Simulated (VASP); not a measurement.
# Si17C19 (a cell with a defect) in VASP: single point with PBE

Aim: the single point of Si17C19 (a cell with a defect) with PBE.

All numbers are computed with VASP 6.6.1; they aren't measurements. Logs are shortened: lines on timing, memory, paths and dates and some standing lists are left out, and cuts for length are marked.

**1. The cell of the first run**

The cell holds a defect, 36 atoms: a = 7.378 Å, b = 7.378 Å, c = 7.378 Å, α = 77.90°, β = 77.90°, γ = 77.90°.

**2. Single point, PBE, collinear spin**

INCAR

```
PREC = Accurate
ENCUT = 520
EDIFF = 1E-6
ISMEAR = 0
SIGMA = 0.01
LREAL = Auto
LASPH = True
NELM = 150
ALGO = Normal
ISIF = 2
LWAVE = False
LCHARG = False
ISPIN = 2
MAGMOM = 0.2 0.2 0 0 0 0 0 0 0 0 0.2 0.2 0 0.2 0 0 0 0 0 0 0 0 0 0 0 0 0 0 0 0 0 0 0 0 0 0
LORBIT = 11
GGA = PE
NELECT = 145.0
NBANDS = 100
```

KPOINTS

```
Automatic mesh
0
Gamma
  2 2 2
  0.5 0.5 0.5
```

POSCAR

```
Si17C19
1.0
    0.0000000000      5.3553911397      5.0742922929
   -4.6379047741     -2.6776955698      5.0742922929
    4.6379047741     -2.6776955698      5.0742922929
C Si
19 17
Direct
    0.3896944386      0.7222572524      0.3893626476
    0.5010909466      0.8336121878      0.5007575590
    0.8500260856      0.8479935711      0.1806631504
    0.5151319537      0.5138222913      0.8496479820
    0.5150486615      0.1826906564      0.1806833797
    0.8499825509      0.5138237133      0.5147961637
    0.1809985723      0.8479920663      0.8496913786
    0.1805631727      0.5136352039      0.1802272175
    0.8475246817      0.1803670311      0.8471877985
    0.1810192217      0.1826917950      0.5147125705
    0.2538449628      0.5862698873      0.5509419478
    0.5512770632      0.5862693835      0.2535119049
    0.2369143528      0.2368581030      0.9031821857
    0.2540684448      0.8835940020      0.2537350058
    0.5691914353      0.2325650103      0.5688546846
    0.9034209816      0.5703152097      0.9030842015
    0.9035174055      0.2368600345      0.2365775945
    0.5689339391      0.9024279212      0.8995805810
    0.8999165193      0.9024289234      0.5685974029
    0.7178263174      0.7235074081      0.0595986687
    0.3900532673      0.3929444566      0.7173663821
    0.3894856766      0.0510221031      0.0598265285
    0.7176995693      0.3929467568      0.3897171774
    0.0599322865      0.7235084572      0.7174920226
    0.0559009230      0.3889932016      0.0555657912
    0.7216453870      0.0549436992      0.7213110967
    0.0601624215      0.0510217314      0.3891486639
    0.4426407741      0.7755910867      0.7719371453
    0.7722695303      0.7755919345      0.4423056377
    0.4440468354      0.4483267060      0.1158039113
    0.4427708209      0.1045271338      0.4424357100
    0.7788391766      0.4446102125      0.7785038351
    0.1159728005      0.7772966662      0.1156369261
    0.1161404565      0.4483276458      0.4437131673
    0.7789570958      0.1118455647      0.1116967850
    0.1120335252      0.1118436282      0.7786212134
```

Potentials or basis: VASP PAW PBE potentials, release 64 (C, Si).

On the command line:

```sh
cat potpaw_PBE.64/C/POTCAR potpaw_PBE.64/Si/POTCAR > POTCAR
mpirun -np 1 vasp_std > vasp.out
```

OUTCAR:

```text
PREC = Accurate
   ENCUT = 520
   EDIFF = 1E-6
   ISMEAR = 0
   LREAL = Auto
   LASPH = True
   NELM = 150
   ISIF = 2
   ISPIN = 2
   LORBIT = 11
   GGA = PE
   NELECT = 145.0

 ion  position               nearest neighbor table
   1  0.390  0.722  0.389-  14 1.69  11 1.69  12 1.69   2 1.70
   2  0.501  0.834  0.501-   1 1.70  31 1.93  29 1.93  28 1.93
   3  0.850  0.848  0.181-  29 1.89  35 1.90  33 1.91  20 1.92
   4  0.515  0.514  0.850-  28 1.89  32 1.89  30 1.91  21 1.92
   5  0.515  0.183  0.181-  31 1.89  35 1.90  30 1.90  22 1.92
   6  0.850  0.514  0.515-  29 1.89  32 1.89  34 1.91  23 1.92
[... 15 lines left out ...]
  21  0.390  0.393  0.717-  15 1.90   4 1.92  13 1.93  11 1.93  23 3.04  28 3.05  34 3.06  24 3.06
                            26 3.11  32 3.11  36 3.12  25 3.12
  22  0.389  0.051  0.060-  18 1.91   5 1.92  13 1.93  14 1.94  20 3.04  31 3.05  33 3.05  27 3.05
                            26 3.11  35 3.11  36 3.11  25 3.11
  23  0.718  0.393  0.390-  15 1.90   6 1.92  17 1.93  12 1.93  21 3.04  29 3.05  30 3.06  20 3.06
                            26 3.11  32 3.11  35 3.12  25 3.12
  24  0.060  0.724  0.717-  19 1.90   7 1.92  16 1.93  11 1.94  27 3.04  28 3.05  34 3.06  21 3.06
                            36 3.10  26 3.11  25 3.12  32 3.12  29 3.15
  25  0.056  0.389  0.056-  17 1.89  13 1.89  16 1.89   8 1.90  35 3.09  36 3.09  32 3.09  27 3.11
                            22 3.11  21 3.12  23 3.12  30 3.12  34 3.12  20 3.12  24 3.12  33 3.12
  26  0.722  0.055  0.721-  15 1.88  18 1.89  19 1.89   9 1.91  21 3.11  23 3.11  24 3.11  20 3.11
                            22 3.11  27 3.11  32 3.12  35 3.12  36 3.12  31 3.12  28 3.12  29 3.12
  27  0.060  0.051  0.389-  19 1.91  10 1.92  17 1.93  14 1.94  24 3.04  31 3.05  33 3.05  22 3.05
                            26 3.11  36 3.11  35 3.11  25 3.11
  28  0.443  0.776  0.772-   7 1.89   4 1.89   2 1.93  18 1.93  24 3.05  21 3.05  31 3.05  29 3.06
                            36 3.09  32 3.09  33 3.11  30 3.11  26 3.12  20 3.15
  29  0.772  0.776  0.442-   3 1.89   6 1.89   2 1.93  19 1.93  20 3.05  23 3.05  31 3.05  28 3.06
                            35 3.09  32 3.09  33 3.11  34 3.11  26 3.12  24 3.15
  30  0.444  0.448  0.116-   8 1.88   5 1.90   4 1.91  12 1.95  34 3.04  33 3.05  23 3.06  20 3.06
                            31 3.11  35 3.11  28 3.11  32 3.12  25 3.12
  31  0.443  0.105  0.442-  10 1.89   5 1.89   2 1.93  15 1.93  22 3.05  27 3.05  29 3.05  28 3.05
                            36 3.09  35 3.09  34 3.11  30 3.11  26 3.12
  32  0.779  0.445  0.779-   4 1.89   6 1.89   9 1.90  16 1.90  35 3.09  36 3.09  25 3.09  28 3.09
                            29 3.09  21 3.11  23 3.11  26 3.12  34 3.12  30 3.12  24 3.12  20 3.12
  33  0.116  0.777  0.116-   8 1.89   7 1.91   3 1.91  14 1.95  30 3.05  34 3.05  27 3.05  22 3.05
                            28 3.11  29 3.11  36 3.11  35 3.11  25 3.12
  34  0.116  0.448  0.444-   8 1.88  10 1.90   6 1.91  11 1.95  30 3.04  33 3.05  21 3.06  24 3.06
                            31 3.11  36 3.11  29 3.11  32 3.12  25 3.12
  35  0.779  0.112  0.112-   3 1.90   5 1.90   9 1.90  17 1.90  32 3.09  36 3.09  25 3.09  29 3.09
                            31 3.09  20 3.10  22 3.11  30 3.11  27 3.11  33 3.11  23 3.12  26 3.12
  36  0.112  0.112  0.779-   7 1.90  10 1.90   9 1.90  13 1.90  32 3.09  35 3.09  25 3.09  28 3.09
                            31 3.09  24 3.10  27 3.11  34 3.11  22 3.11  33 3.11  21 3.12  26 3.12

  LATTYP: Found a trigonal (rhomboedric) cell.
 ALAT       =     7.3775779584
 COS(alpha) =     0.2096016303

  Lattice vectors:

 A1 = (   0.0000000000,   5.3553911397,   5.0742922929)
 A2 = (  -4.6379047741,  -2.6776955698,   5.0742922929)
 A3 = (   4.6379047741,  -2.6776955698,   5.0742922929)

Analysis of symmetry for initial positions (statically):
=====================================================================
 Subroutine PRICEL returns:
 Original cell was already a primitive cell.

 Routine SETGRP: Setting up the symmetry group for a
 trigonal (rhombohedral) supercell.

 Subroutine GETGRP returns: Found  2 space group operations
 (whereof  1 operations were pure point group operations)
 out of a pool of 12 trial point group operations.

The static configuration has the point symmetry C_1 .
 The point group associated with its full space group is C_1h.

Analysis of symmetry for dynamics (positions and initial velocities):
=====================================================================
 Subroutine PRICEL returns:
 Original cell was already a primitive cell.

 Routine SETGRP: Setting up the symmetry group for a
 trigonal (rhombohedral) supercell.

 Subroutine GETGRP returns: Found  2 space group operations
 (whereof  1 operations were pure point group operations)
 out of a pool of 12 trial point group operations.

The dynamic configuration has the point symmetry C_1 .
 The point group associated with its full space group is C_1h.
[... 156 lines left out ...]
   LSORBIT =      F    spin-orbit coupling
   LASPH  =      T    aspherical Exc in radial PAW
   ENCUT  =  520.0 eV  38.22 Ry    6.18 a.u.  13.72 13.72 13.72*2*pi/ulx,y,z
   NELM   =    150;   NELMIN=  2; NELMDL= -5     # of ELM steps
   EDIFF  = 0.1E-05   stopping-criterion for ELM
   LREAL  =      T    real-space projection
   EDIFFG = 0.1E-04   stopping-criterion for IOM
   NSW    =      0    number of steps for IOM
   IBRION =     -1    ionic relax: 0-MD 1-quasi-New 2-CG
   NFREE  =      0    steps in history (QN), initial steepest desc. (CG)
   ISIF   =      2    stress and relaxation
   ISYM   =      2    0-nonsym 1-usesym 2-fastsym
   POTIM  = 0.5000    time-step for ionic-motion
   TEBEG  =    0.0;   TEEND  =   0.0 temperature during run
   PSTRESS=    0.0 pullay stress
   NELECT =     145.0000    total number of electrons
   NUPDOWN=      -1.0000    fix difference up-down
   EMIN   =  10.00;   EMAX   =-10.00  energy-range for DOS
   EFERMI =   0.00;   METHOD = LEGACY
   ISMEAR =     0;   SIGMA  =   0.01  broadening in eV -4-tet -1-fermi 0-gaus
   EFERMI_NEDOS =   21; number of points for ismear=-14 and -15
   IALGO  =     38    algorithm
   IMIX   =      4    mixing-type and parameters
     AMIX     =   0.40;   BMIX     =  1.00
     AMIX_MAG =   1.60;   BMIX_MAG =  1.00
  volume/ion in A,a.u.               =      10.50        70.88
  Fermi-wavevector in a.u.,A,eV,Ry     =   1.189399  2.247638 19.247754  1.414670
  Thomas-Fermi vector in A             =   2.325507
   LORBIT       =     11    0 simple, 1 ext, 2 COOP (PROOUT), +10 PAW based schemes
   GGA     = PE    functional components
   LHFCALC =     F    Hartree Fock is set to
   AEXX    =    0.0000 exact exchange contribution
   IVDW    =     0    specifies the selected vdW correction
   LEPSILON=     F    determine dielectric tensor
   LRPA    =     F    only Hartree local field effects (RPA)
 spin polarized calculation
 Gauss-broadening in eV      SIGMA  =   0.01
  energy-cutoff  :      520.00
  volume of cell :      378.10
 maximum number of plane-waves:     10189
 NGX is ok and might be reduce to    54
   NGX = 27   NGY = 27   NGZ = 27

 number of electron     145.0000000 magnetization       0.4999509

 Free energy of the ion-electron system (eV)
  ---------------------------------------------------
  ext. energy  EPLUGINS =         0.00000000
  ---------------------------------------------------
  free energy    TOTEN  =      -260.52942454 eV

  energy without entropy =     -260.52908992  energy(sigma->0) =     -260.52925723

 E-fermi :  10.6318     XC(G=0): -11.2873

 val. band max:       10.6174323289   @ k =  -0.2500   0.2500   0.2500
 cond. band min:      10.6440807842   @ k =   0.2500  -0.2500   0.2500
 fundamental gap:      0.0266484553
 Fermi energy:        10.6318354607

 spin component 1

 k-point     1 :       0.2500    0.2500    0.2500
  band No.  band energies     occupation
      1      -7.4860      1.00000
      2      -6.3558      1.00000
      3      -5.7038      1.00000
      4      -5.7025      1.00000
      5      -5.3419      1.00000
      6      -5.0454      1.00000
[... 250 lines left out ...]
     83      12.7870      0.00000
     84      12.8423      0.00000
 Fermi energy:        10.6318354607

 spin component 2

 k-point     1 :       0.2500    0.2500    0.2500
  band No.  band energies     occupation
      1      -7.4618      1.00000
      2      -6.3331      1.00000
      3      -5.6866      1.00000
      4      -5.6858      1.00000
      5      -5.3274      1.00000
      6      -5.0313      1.00000
[... 250 lines left out ...]
     83      12.8282      0.00000
     84      12.8780      0.00000
 [bands above 84 left out]

------------------------ aborting loop because EDIFF is reached ----------------------------------------

  FORCE on cell =-STRESS in cart. coord.  units (eV):
  Direction    XX          YY          ZZ          XY          YZ          ZX
  --------------------------------------------------------------------------------------
  -------------------------------------------------------------------------------------
  Total        2.3103435      0.1559545     -3.5465206      1.8657556     -0.0643818     -0.1115127
  in kB        9.7898804      0.6608436    -15.0280734      7.9059778     -0.2728125     -0.4725254
  external PRESSURE =      -1.5257832 kB  Pullay stress =       0.0000000 kB

 VOLUME and BASIS-vectors are now :
 -----------------------------------------------------------------------------
  energy-cutoff  :      520.00
  volume of cell :      378.10
      direct lattice vectors                 reciprocal lattice vectors
     0.000000000  5.355391140  5.074292293     0.000000000  0.124485150  0.065690606
    -4.637904774 -2.677695570  5.074292293    -0.107807302 -0.062242575  0.065690606
     4.637904774 -2.677695570  5.074292293     0.107807302 -0.062242575  0.065690606

 POSITION                                       TOTAL-FORCE (eV/Angst)
 -----------------------------------------------------------------------------------
     -1.54393     -0.88961      7.61811         0.006297      0.003635     -0.001601
     -1.54375     -0.88950      9.31366        -0.003117     -0.001800      0.003938
     -3.09501      1.79779      9.53299         0.000595     -0.001640     -0.000436
      1.55753     -0.89223      9.53258        -0.004145      0.005776      0.006804
     -0.00931      1.78528      4.45737        -0.000587      0.006247     -0.003097
      0.00451      1.79766      9.53258         0.002930     -0.006478      0.006804
[... 28 lines left out ...]
     -0.00069      3.57304      5.08698        -0.000237     -0.002015     -0.002849
      3.09245     -1.78441      5.08697        -0.001864      0.000802     -0.002849
 -----------------------------------------------------------------------------------
    total drift:                               -0.015159      0.027875      0.019074

  FREE ENERGIE OF THE ION-ELECTRON SYSTEM (eV)
  ---------------------------------------------------
  free  energy   TOTEN  =      -260.5294245431 eV

  energy  without entropy=     -260.5290899193  energy(sigma->0) =     -260.52925723

 total charge

# of ion       s       p       d       tot
------------------------------------------
    1        0.840   1.413   0.000   2.252
    2        0.823   1.619   0.000   2.441
    3        0.836   1.692   0.000   2.528
    4        0.836   1.690   0.000   2.527
    5        0.836   1.691   0.000   2.527
    6        0.836   1.690   0.000   2.527
[... 28 lines left out ...]
   35        0.710   0.962   0.000   1.672
   36        0.710   0.962   0.000   1.672
--------------------------------------------------
tot         27.950  47.641   0.000  75.591

 magnetization (x)

# of ion       s       p       d       tot
------------------------------------------
    1        0.018   0.009   0.000   0.027
    2       -0.001  -0.003   0.000  -0.003
    3       -0.000  -0.002   0.000  -0.002
    4        0.000  -0.001   0.000  -0.001
    5       -0.000  -0.002   0.000  -0.002
    6        0.000  -0.001   0.000  -0.001
[... 28 lines left out ...]
   35        0.002   0.002   0.000   0.004
   36        0.002   0.002   0.000   0.004
--------------------------------------------------
tot          0.087   0.040   0.000   0.127
```

Run time: 9.2 min. Hardware: 1 thread of Oxide Virtual Turin-like, shared host; peak memory 0.57 GiB.

Results:

```yaml
Free_energy: -260.5294 eV
Largest_force: 0.013 eV/Å
Net_moment: 0.50 μB per cell
Site_moments: C +0.03, -0.00, +0.00 (each value once); Si +0.01, +0.00 (each value once) μB
Valence_electrons_inside_the_program's_atomic_spheres: C 2.25, 2.44, 2.53, 2.55, 2.43, 2.51, 2.52 (each value once); Si 1.65, 1.68, 1.66, 1.67 (each value once)
```

Forces in eV/Å, atoms in the order of the input:
```
C    0.006  0.004 -0.002
C   -0.003 -0.002  0.004
C    0.001 -0.002  0.000
C   -0.004  0.006  0.007
C   -0.001  0.006 -0.003
C    0.003 -0.006  0.007
C   -0.001  0.001  0.000
C   -0.001  0.000  0.000
C   -0.002 -0.001  0.001
C    0.005 -0.004 -0.003
C    0.007 -0.006 -0.003
C   -0.002  0.009 -0.003
C    0.002 -0.004  0.000
C   -0.009 -0.005 -0.007
C    0.004  0.002  0.004
C    0.002  0.001 -0.002
C   -0.002  0.004  0.000
C   -0.001  0.002  0.001
C    0.001 -0.002  0.001
Si  -0.004  0.003  0.001
Si   0.002  0.000  0.001
Si  -0.001  0.001  0.004
Si   0.001  0.002  0.001
Si   0.001 -0.005  0.001
Si   0.001  0.000  0.002
Si   0.000  0.000 -0.002
Si   0.000 -0.001  0.004
Si   0.000 -0.003  0.002
Si  -0.002  0.002  0.002
Si   0.002 -0.002 -0.004
Si  -0.003 -0.002  0.000
Si   0.000  0.000 -0.001
Si  -0.001  0.000 -0.002
Si   0.000  0.003 -0.004
Si   0.000 -0.002 -0.003
Si  -0.002  0.001 -0.003
```

Levels at points of the mesh, in eV from the Fermi level:
Spin up:
```tsv
k point	band 70	band 71	band 72	band 73	band 74	band 75	band 76	band 77
(0.25, 0.25, 0.25)	-3.67	-2.97	-2.96	-0.43	0.46	0.46	0.56	0.58
```
Spin down:
```tsv
k point	band 68	band 69	band 70	band 71	band 72	band 73	band 74	band 75	band 76	band 77
(0.25, 0.25, 0.25)	-3.73	-3.73	-3.66	-2.96	-2.96	-0.34	0.51	0.52	0.60	0.62
```

Caveat: the k points lie up to 0.44 Å⁻¹ apart; the cell carries a net charge on a neutralising background, which shifts energy and pressure; the cell is charged against a uniform background, so pressure and absolute levels hang on convention.
